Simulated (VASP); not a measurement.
# W (P3_121) in VASP: single point with PBEsol

Aim: the single point of W with PBEsol.

Everything below comes from runs of VASP 6.6.1. Logs are shortened: lines on timing, memory, paths and dates and some standing lists are left out, and cuts for length are marked.

### Step 1. The cell of the first run

The structure is trigonal, space group P3_121 (No. 152). Conventional cell: a = 3.675 Å, b = 3.675 Å, c = 4.169 Å, α = 90.00°, β = 90.00°, γ = 120.00°. W (site symmetry 2) has 2 W at 2.00 Å within 2.6 Å.

### Step 2. Single point, PBEsol

Contents of INCAR:

```
SYSTEM = W
PREC = Accurate
ENCUT = 500
EDIFF = 1E-6
ISMEAR = 0
SIGMA = 0.1
LREAL = .FALSE.
LASPH = .TRUE.
NELM = 120
ALGO = Normal
ISIF = 2
LWAVE = .FALSE.
LCHARG = .FALSE.
GGA = PS
NBANDS = 28
GGA_COMPAT = .FALSE.
```

Contents of KPOINTS:

```
regular mesh
0
G
  6 6 4
  0 0 0
```

Contents of POSCAR:

```
W
1.0
    3.6747199417      0.0000000000      0.0000000000
   -1.8373599709      3.1824008214      0.0000000000
    0.0000000000      0.0000000000      4.1690927847
W
3
Direct
    0.2254000000      0.0000000000      0.3333333333
    0.0000000000      0.2254000000      0.6666666667
    0.7746000000      0.7746000000      0.0000000000
```

Potentials or basis: VASP PAW PBE potentials, release 64 (W_sv).

On the command line:

```console
$ cat potpaw_PBE.64/W_sv/POTCAR > POTCAR
$ mpirun -np 1 vasp_std > vasp.out
```

OUTCAR:

```text
SYSTEM = W
   PREC = Accurate
   ENCUT = 500
   EDIFF = 1E-6
   ISMEAR = 0
   LREAL = .FALSE.
   LASPH = .TRUE.
   NELM = 120
   ISIF = 2
   GGA = PS

 ion  position               nearest neighbor table
   1  0.225  0.000  0.333-   3 2.00   2 2.00   3 2.89   3 2.89   2 2.89   2 2.89   2 3.13   3 3.13

   2  0.000  0.225  0.667-   3 2.00   1 2.00   3 2.89   3 2.89   1 2.89   1 2.89   1 3.13   3 3.13

   3  0.775  0.775  0.000-   1 2.00   2 2.00   2 2.89   1 2.89   2 2.89   1 2.89   1 3.13   2 3.13

  LATTYP: Found a hexagonal cell.
 ALAT       =     3.6747199417
 C/A-ratio  =     1.1345334749

  Lattice vectors:

 A1 = (   3.6747199417,   0.0000000000,   0.0000000000)
 A2 = (  -1.8373599709,   3.1824008214,   0.0000000000)
 A3 = (   0.0000000000,   0.0000000000,   4.1690927847)

Analysis of symmetry for initial positions (statically):
=====================================================================
 Subroutine PRICEL returns:
 Original cell was already a primitive cell.

 Routine SETGRP: Setting up the symmetry group for a
 hexagonal supercell.

 Subroutine GETGRP returns: Found  6 space group operations
 (whereof  2 operations were pure point group operations)
 out of a pool of 24 trial point group operations.

The static configuration has the point symmetry C_2 .
 The point group associated with its full space group is D_3 .

Analysis of symmetry for dynamics (positions and initial velocities):
=====================================================================
 Subroutine PRICEL returns:
 Original cell was already a primitive cell.

 Routine SETGRP: Setting up the symmetry group for a
 hexagonal supercell.

 Subroutine GETGRP returns: Found  6 space group operations
 (whereof  2 operations were pure point group operations)
 out of a pool of 24 trial point group operations.

The dynamic configuration has the point symmetry C_2 .
 The point group associated with its full space group is D_3 .

 Subroutine INISYM returns: Found  6 space group operations
 (whereof  2 operations are pure point group operations),
 and found     1 'primitive' translations

----------------------------------------------------------------------------------------

                                     Primitive cell

  volume of cell :      48.7552

  direct lattice vectors                    reciprocal lattice vectors
     3.674719942  0.000000000  0.000000000     0.272129582  0.157114087  0.000000000
    -1.837359971  3.182400821  0.000000000     0.000000000  0.314228174  0.000000000
     0.000000000  0.000000000  4.169092785     0.000000000  0.000000000  0.239860337

  length of vectors
     3.674719942  3.674719942  4.169092785     0.314228174  0.314228174  0.239860337

  position of ions in fractional coordinates (direct lattice)
     0.225400000  0.000000000  0.333333333
     0.000000000  0.225400000  0.666666667
     0.774600000  0.774600000  0.000000000

  ion indices of the primitive-cell ions
   primitive index   ion index
                 1           1
                 2           2
                 3           3

----------------------------------------------------------------------------------------

 KPOINTS: regular mesh

Automatic generation of k-mesh.
 Grid dimensions read from file:
 generate k-points for:    6    6    4

 Generating k-lattice:

  Cartesian coordinates                     Fractional coordinates (reciprocal lattice)
     0.045354930  0.026185681  0.000000000     0.166666667  0.000000000  0.000000000
     0.000000000  0.052371362  0.000000000     0.000000000  0.166666667  0.000000000
     0.000000000  0.000000000  0.059965084     0.000000000  0.000000000  0.250000000

  Length of vectors
     0.052371362  0.052371362  0.059965084

  Shift w.r.t. Gamma in fractional coordinates (k-lattice)
     0.000000000  0.000000000  0.000000000

 Subroutine IBZKPT returns following result:
 ===========================================

 Found     24 irreducible k-points:

 Following reciprocal coordinates:
            Coordinates               Weight
  0.000000  0.000000  0.000000      1.000000
  0.166667 -0.000000  0.000000      6.000000
  0.333333 -0.000000  0.000000      6.000000
  0.500000 -0.000000  0.000000      3.000000
  0.166667  0.166667  0.000000      6.000000
  0.333333  0.166667  0.000000     12.000000
[... 16 lines left out ...]
  0.333333  0.166667  0.500000     12.000000
  0.333333  0.333333  0.500000      2.000000
   k-points           NKPTS =     24   k-points in BZ     NKDIM =     24   number of bands    NBANDS=     28
   number of dos      NEDOS =    301   number of ions     NIONS =      3
   total plane-waves  NPLWV =  23520
   dimension x,y,z NGX =    28 NGY =   28 NGZ =   30
   dimension x,y,z NGXF=    56 NGYF=   56 NGZF=   60
   ions per type =               3
   NGX,Y,Z   is equivalent  to a cutoff of  12.67, 12.67, 11.96 a.u.
   NGXF,Y,Z  is equivalent  to a cutoff of  25.33, 25.33, 23.93 a.u.
 SYSTEM =  W
   PREC   = accura    normal or accurate (medium, high low for compatibility)
   ISTART =      0    job   : 0-new  1-cont  2-samecut
   ICHARG =      2    charge: 1-file 2-atom 10-const
   ISPIN  =      1    spin polarized calculation?
   LNONCOLLINEAR =      F non collinear calculations
   LSORBIT =      F    spin-orbit coupling
   LASPH  =      T    aspherical Exc in radial PAW
   ENCUT  =  500.0 eV  36.75 Ry    6.06 a.u.   6.70  6.70  7.60*2*pi/ulx,y,z
   NELM   =    120;   NELMIN=  2; NELMDL= -5     # of ELM steps
   EDIFF  = 0.1E-05   stopping-criterion for ELM
   LREAL  =      F    real-space projection
[... 7 lines left out ...]
   TEBEG  =    0.0;   TEEND  =   0.0 temperature during run
   PSTRESS=    0.0 pullay stress
   NELECT =      42.0000    total number of electrons
   NUPDOWN=      -1.0000    fix difference up-down
   EMIN   =  10.00;   EMAX   =-10.00  energy-range for DOS
   EFERMI =   0.00;   METHOD = LEGACY
   ISMEAR =     0;   SIGMA  =   0.10  broadening in eV -4-tet -1-fermi 0-gaus
   EFERMI_NEDOS =   21; number of points for ismear=-14 and -15
   IALGO  =     38    algorithm
   IMIX   =      4    mixing-type and parameters
     AMIX     =   0.40;   BMIX     =  1.00
     AMIX_MAG =   1.60;   BMIX_MAG =  1.00
  volume/ion in A,a.u.               =      16.25       109.67
  Fermi-wavevector in a.u.,A,eV,Ry     =   1.557702  2.943630 33.013658  2.426435
  Thomas-Fermi vector in A             =   2.661314
   LORBIT       =      0    0 simple, 1 ext, 2 COOP (PROOUT), +10 PAW based schemes
   GGA     = PS    functional components
   LHFCALC =     F    Hartree Fock is set to
   AEXX    =    0.0000 exact exchange contribution
   IVDW    =     0    specifies the selected vdW correction
   LEPSILON=     F    determine dielectric tensor
   LRPA    =     F    only Hartree local field effects (RPA)
 non-spin polarized calculation
 Gauss-broadening in eV      SIGMA  =   0.10
  energy-cutoff  :      500.00
  volume of cell :       48.76
 maximum number of plane-waves:      1263
 NGX is ok and might be reduce to    28
   NGX = 13   NGY = 13   NGZ = 15

 number of electron      42.0000003 magnetization

 Free energy of the ion-electron system (eV)
  ---------------------------------------------------
  ext. energy  EPLUGINS =         0.00000000
  ---------------------------------------------------
  free energy    TOTEN  =       -26.97833390 eV

  energy without entropy =      -26.96360787  energy(sigma->0) =      -26.97097089

 E-fermi :  10.6862     XC(G=0): -13.2450

 val. band max:       10.6602164393   @ k =   0.0000   0.0000   0.5000
 cond. band min:      10.6997919821   @ k =   0.3333  -0.0000   0.0000
 fundamental gap:      0.0395755428
 Fermi energy:        10.6861882000

 k-point     1 :       0.0000    0.0000    0.0000
  band No.  band energies     occupation
      1     -64.0779      2.00000
      2     -62.7220      2.00000
      3     -62.7220      2.00000
      4     -30.5422      2.00000
      5     -30.5422      2.00000
      6     -29.4008      2.00000
[... 20 lines left out ...]
     27      17.2962      0.00000
     28      17.9896      0.00000

 k-point     2 :       0.1667   -0.0000    0.0000
  band No.  band energies     occupation
      1     -64.0687      2.00000
      2     -62.7288      2.00000
      3     -62.7239      2.00000
      4     -30.5645      2.00000
      5     -30.5607      2.00000
      6     -29.3884      2.00000
[... 20 lines left out ...]
     27      16.8928      0.00000
     28      18.0460      0.00000

 k-point     3 :       0.3333   -0.0000    0.0000
  band No.  band energies     occupation
      1     -64.0502      2.00000
      2     -62.7429      2.00000
      3     -62.7279      2.00000
      4     -30.6048      2.00000
      5     -30.5962      2.00000
      6     -29.3536      2.00000
[... 20 lines left out ...]
     27      15.7619      0.00000
     28      17.2619      0.00000

 k-point     4 :       0.5000   -0.0000    0.0000
  band No.  band energies     occupation
      1     -64.0408      2.00000
      2     -62.7502      2.00000
      3     -62.7299      2.00000
      4     -30.6226      2.00000
      5     -30.6137      2.00000
      6     -29.3303      2.00000
[... 20 lines left out ...]
     27      15.0034      0.00000
     28      15.9881      0.00000

 k-point     5 :       0.1667    0.1667    0.0000
  band No.  band energies     occupation
      1     -64.0549      2.00000
      2     -62.7381      2.00000
      3     -62.7282      2.00000
      4     -30.5951      2.00000
      5     -30.5871      2.00000
      6     -29.3629      2.00000
[... 20 lines left out ...]
     27      15.9205      0.00000
     28      17.2710      0.00000

 k-point     6 :       0.3333    0.1667    0.0000
  band No.  band energies     occupation
      1     -64.0408      2.00000
      2     -62.7467      2.00000
      3     -62.7333      2.00000
      4     -30.6210      2.00000
      5     -30.6133      2.00000
      6     -29.3269      2.00000
[... 463 lines left out ...]
      5     -29.9507      2.00000
      6     -29.9192      2.00000
[... 20 lines left out ...]
     27      15.4441      0.00000
     28      16.2544      0.00000

 k-point    22 :       0.1667    0.1667    0.5000
  band No.  band energies     occupation
      1     -63.6304      2.00000
      2     -63.6219      2.00000
      3     -62.2666      2.00000
      4     -31.0147      2.00000
      5     -29.8957      2.00000
      6     -29.8860      2.00000
[... 20 lines left out ...]
     27      16.1143      0.00000
     28      16.6627      0.00000

 k-point    23 :       0.3333    0.1667    0.5000
  band No.  band energies     occupation
      1     -63.6244      2.00000
      2     -63.6130      2.00000
      3     -62.2814      2.00000
      4     -31.0420      2.00000
      5     -29.9482      2.00000
      6     -29.9293      2.00000
[... 20 lines left out ...]
     27      15.4616      0.00000
     28      16.4233      0.00000

 k-point    24 :       0.3333    0.3333    0.5000
  band No.  band energies     occupation
      1     -63.6162      2.00000
      2     -63.6162      2.00000
      3     -62.2864      2.00000
      4     -31.0505      2.00000
      5     -29.9585      2.00000
      6     -29.9585      2.00000
[... 20 lines left out ...]
     27      16.0346      0.00000
     28      17.1497      0.00000

------------------------ aborting loop because EDIFF is reached ----------------------------------------

  FORCE on cell =-STRESS in cart. coord.  units (eV):
  Direction    XX          YY          ZZ          XY          YZ          ZX
  --------------------------------------------------------------------------------------
  -------------------------------------------------------------------------------------
  Total       24.9882504     24.9882504     45.7389785     -0.0000000      0.0000000     -0.0000000
  in kB      821.1561444    821.1561444   1503.0601433     -0.0000000      0.0000000     -0.0000000
  external PRESSURE =    1048.4574774 kB  Pullay stress =       0.0000000 kB

 VOLUME and BASIS-vectors are now :
 -----------------------------------------------------------------------------
  energy-cutoff  :      500.00
  volume of cell :       48.76
      direct lattice vectors                 reciprocal lattice vectors
     3.674719942  0.000000000  0.000000000     0.272129582  0.157114087  0.000000000
    -1.837359971  3.182400821  0.000000000     0.000000000  0.314228174  0.000000000
     0.000000000  0.000000000  4.169092785     0.000000000  0.000000000  0.239860337

 POSITION                                       TOTAL-FORCE (eV/Angst)
 -----------------------------------------------------------------------------------
      0.82828      0.00000      1.38970        19.690202      0.000000     -0.000000
     -0.41414      0.71731      2.77940        -9.845101     17.052215      0.000000
      1.42322      2.46509      0.00000        -9.845101    -17.052215     -0.000000
 -----------------------------------------------------------------------------------
    total drift:                                0.000000      0.000000     -0.000000

  FREE ENERGIE OF THE ION-ELECTRON SYSTEM (eV)
  ---------------------------------------------------
  free  energy   TOTEN  =       -26.9783339022 eV

  energy  without entropy=      -26.9636078706  energy(sigma->0) =      -26.97097089
```

Wall time 25 s (1 thread of Intel Xeon Platinum 8259CL at 2.50GHz (Skylake/Cascade Lake), shared host); peak memory 0.17 GiB.

What came out:

```yaml
Free_energy: -26.9783 eV
Pressure: 104.8 GPa
Largest_force: 19.690 eV/Å
Band_gap_on_the_k_mesh: zero (bands 21 and 22 overlap by 1.36 eV)
```

Forces on the atoms (eV/Å):
```
W    19.690   0.000   0.000
W    -9.845  17.052   0.000
W    -9.845 -17.052   0.000
```

Caveat: the k points lie up to 0.38 Å⁻¹ apart, too coarse for converged energies and pressures of a metal; atoms lie so close that the PAW spheres overlap strongly, which falsifies energies and pressures; the PAW data sets were made with another functional, which shifts forces and pressure a little; spin-orbit coupling is left out, which moves the levels of the heavy elements.

The gap in the log of VASP goes by the Fermi energy; the results here count the filled bands.